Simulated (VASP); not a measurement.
# K (Pm-3m) in VASP: further runs, part 2 of 2

VASP 6.6.1. Earlier steps stand in the parts before.

### Step 5. Single point, PBE

This run uses another cell than the first one, of 76.29 Å³/atom, 0.923 times its volume.

INCAR

```
SYSTEM = K
PREC     = Accurate       ! precision mode
ENCUT    = 520            ! plane-wave cutoff, eV
EDIFF    = 1E-7           ! SCF threshold, eV
ISMEAR   = -1             ! smearing method
SIGMA    = 0.06122561905347299 ! smearing width, eV
LREAL    = .FALSE.        ! projectors in reciprocal space
LASPH    = .TRUE.         ! aspherical terms in the spheres
NELM     = 80             ! most SCF steps
ALGO     = Normal         ! electronic algorithm
ISIF     = 2              ! what is computed and relaxed
LWAVE    = .FALSE.        ! write WAVECAR
LCHARG   = .FALSE.        ! write CHGCAR
GGA      = PE             ! functional
NBANDS   = 10             ! bands
```

KPOINTS

```
regular mesh
0
G
  25 25 25
  0 0 0
```

POSCAR

```
K
1.0
    4.2412494241      0.0000000000      0.0000000000
    0.0000000000      4.2412494241      0.0000000000
    0.0000000000      0.0000000000      4.2412494241
K
1
Direct
    0.0000000000      0.0000000000      0.0000000000
```

Potentials or basis: VASP PAW PBE potentials, release 64 (K_sv).

Launch:

```console
$ cat potpaw_PBE.64/K_sv/POTCAR > POTCAR
$ mpirun -np 1 vasp_std > vasp.out
```

OUTCAR:

```text
SYSTEM = K
   PREC = Accurate
   ENCUT = 520
   EDIFF = 1E-7
   ISMEAR = -1
   LREAL = .FALSE.
   LASPH = .TRUE.
   NELM = 80
   ISIF = 2
   GGA = PE

 ion  position               nearest neighbor table
   1  0.000  0.000  0.000-

  LATTYP: Found a simple cubic cell.
 ALAT       =     4.2412494241

  Lattice vectors:

 A1 = (   4.2412494241,   0.0000000000,   0.0000000000)
 A2 = (   0.0000000000,   4.2412494241,   0.0000000000)
 A3 = (   0.0000000000,   0.0000000000,   4.2412494241)

Analysis of symmetry for initial positions (statically):
=====================================================================
 Subroutine PRICEL returns:
 Original cell was already a primitive cell.

 Routine SETGRP: Setting up the symmetry group for a
 simple cubic supercell.

 Subroutine GETGRP returns: Found 48 space group operations
 (whereof 48 operations were pure point group operations)
 out of a pool of 48 trial point group operations.

The static configuration has the point symmetry O_h .

Analysis of symmetry for dynamics (positions and initial velocities):
=====================================================================
[... 157 lines left out ...]

 val. band max:       -0.1666227920   @ k =   0.4800   0.0800   0.0800
 cond. band min:      -0.1524314296   @ k =   0.4800   0.1200   0.0000
 fundamental gap:      0.0141913624
 Fermi energy:        -0.1644989603

 k-point     1 :       0.0000    0.0000    0.0000
  band No.  band energies     occupation
      1     -32.4949      2.00000
      2     -15.9315      2.00000
      3     -15.9315      2.00000
      4     -15.9315      2.00000
      5      -2.2827      2.00000
      6       2.7287      0.00000
      7       2.7287      0.00000
      8       6.0736      0.00000
      9       6.0736      0.00000
     10       6.0737      0.00000
[... 287 lines left out ...]
 k-point    24 :       0.4400    0.0400    0.0000
  band No.  band energies     occupation
      1     -32.4899      2.00000
      2     -16.0256      2.00000
      3     -15.9249      2.00000
      4     -15.9233      2.00000
      5      -0.5506      1.99636
      6       0.4156      0.00015
      7       3.3206      0.00000
      8       4.5098      0.00000
      9       4.5659      0.00000
     10       6.1825      0.00000

 [... further k-points ...]
[... 5 lines left out ...]
  --------------------------------------------------------------------------------------
  -------------------------------------------------------------------------------------
  Total        0.0514095      0.0514095      0.0514095     -0.0000000     -0.0000000      0.0000000
  in kB        1.0796241      1.0796241      1.0796241     -0.0000000     -0.0000000      0.0000000
  external PRESSURE =       1.0796241 kB  Pullay stress =       0.0000000 kB

 VOLUME and BASIS-vectors are now :
 -----------------------------------------------------------------------------
  energy-cutoff  :      520.00
  volume of cell :       76.29
      direct lattice vectors                 reciprocal lattice vectors
     4.241249424  0.000000000  0.000000000     0.235779578  0.000000000  0.000000000
     0.000000000  4.241249424  0.000000000     0.000000000  0.235779578  0.000000000
     0.000000000  0.000000000  4.241249424     0.000000000  0.000000000  0.235779578

 POSITION                                       TOTAL-FORCE (eV/Angst)
 -----------------------------------------------------------------------------------
      0.00000      0.00000      0.00000         0.000000      0.000000      0.000000
 -----------------------------------------------------------------------------------
    total drift:                               -0.000000      0.000000      0.000000

  FREE ENERGIE OF THE ION-ELECTRON SYSTEM (eV)
  ---------------------------------------------------
  free  energy   TOTEN  =        -0.9463617327 eV

  energy  without entropy=       -0.9366247943  energy(sigma->0) =       -0.94149326
```

OSZICAR:

```text
N       E                     dE             d eps       ncg     rms          rms(c)
DAV:   1     0.468644113001E+02    0.46864E+02   -0.35629E+03  9100   0.684E+02
DAV:   2     0.770517995578E+00   -0.46094E+02   -0.45429E+02  9760   0.191E+02
DAV:   3    -0.886907526869E+00   -0.16574E+01   -0.16502E+01 14104   0.291E+01
DAV:   4    -0.946400204371E+00   -0.59493E-01   -0.59228E-01 12598   0.459E+00
DAV:   5    -0.947945944885E+00   -0.15457E-02   -0.15448E-02 13910   0.528E-01    0.187E+00
DAV:   6    -0.946911961299E+00    0.10340E-02   -0.18418E-03 13558   0.275E-01    0.118E+00
DAV:   7    -0.946312238685E+00    0.59972E-03   -0.36813E-03 12652   0.367E-01    0.758E-02
DAV:   8    -0.946354784231E+00   -0.42546E-04   -0.29312E-04 12536   0.170E-01    0.273E-02
DAV:   9    -0.946364791672E+00   -0.10007E-04   -0.20132E-05 13732   0.367E-02    0.132E-02
DAV:  10    -0.946361975018E+00    0.28167E-05   -0.79539E-06 12396   0.234E-02    0.246E-03
DAV:  11    -0.946361861559E+00    0.11346E-06   -0.29975E-07 12664   0.319E-03    0.738E-04
DAV:  12    -0.946361707312E+00    0.15425E-06   -0.57551E-08 10294   0.137E-03    0.240E-04
DAV:  13    -0.946361732711E+00   -0.25399E-07   -0.81229E-10  5550   0.203E-04
   1 F= -.94636173E+00 E0= -.94149326E+00  d E =-.973694E-02
```

It took 2.2 min on 1 thread of Intel Xeon 6975P-C, shared host; peak memory 0.42 GiB.

Results:

```yaml
Free_energy: -0.9464 eV
Pressure: 0.1 GPa
```

Levels at points of the mesh, in eV from the Fermi level:
```tsv
k point	band 2	band 3	band 4	band 5	band 6	band 7	band 8	band 9
(0.00, 0.00, 0.00)	-15.77	-15.77	-15.77	-2.12	2.89	2.89	6.24	6.24
```

### Step 6. Single point, PBE

This run uses another cell than the first one, of 77.88 Å³/atom, 0.942 times its volume.

INCAR

```
  ALGO = Normal
  EDIFF = 1E-7
  ENCUT = 520
  GGA = PE
  ISIF = 2
  ISMEAR = -1
  LASPH = True
  LCHARG = False
  LREAL = False
  LWAVE = False
  NBANDS = 10
  NELM = 80
  PREC = Accurate
  SIGMA = 0.06122561905347299
```

KPOINTS

```
k-points
0
Gamma
  25 25 25
```

POSCAR

```
K
1.0
    4.2705003445      0.0000000000      0.0000000000
    0.0000000000      4.2705003445      0.0000000000
    0.0000000000      0.0000000000      4.2705003445
K
1
Direct
    0.0000000000      0.0000000000      0.0000000000
```

Potentials or basis: VASP PAW PBE potentials, release 64 (K_sv).

Launch:

```console
$ cat potpaw_PBE.64/K_sv/POTCAR > POTCAR
$ mpirun -np 1 vasp_std > vasp.out
```

Wall time 2.2 min (1 thread of Intel Xeon 6975P-C, shared host); peak memory 0.42 GiB.

Results (log left out):

```yaml
Free_energy: -0.9472 eV
Pressure: 0.0 GPa
```

Levels at points of the mesh, in eV from the Fermi level:
| k point | band 3 | band 4 | band 5 | band 6 | band 7 | band 8 |
| --- | --- | --- | --- | --- | --- | --- |
| (0.00, 0.00, 0.00) | -15.78 | -15.78 | -2.09 | 2.89 | 2.89 | 6.19 |

### Step 7. Summary

| cell | k mesh | gap on the mesh (eV) | pressure (GPa) |
| --- | --- | --- | --- |
| a = 4.356 Å, 1 atom | 13 × 13 × 13 | none | -0.1 |
| a = 4.212 Å, 1 atom | 25 × 25 × 25 | none | 0.2 |
| a = 4.241 Å, 1 atom | 25 × 25 × 25 | none | 0.1 |
| a = 4.271 Å, 1 atom | 25 × 25 × 25 | none | 0.0 |

Alike in all rows: task single point; level PBE; potentials or basis VASP PAW PBE potentials, release 64 (K_sv); no spin polarisation; cutoff (eV) 520; smearing fermi-dirac 0.0612256 eV.

Absolute energies hang on the potentials; compare differences alone.
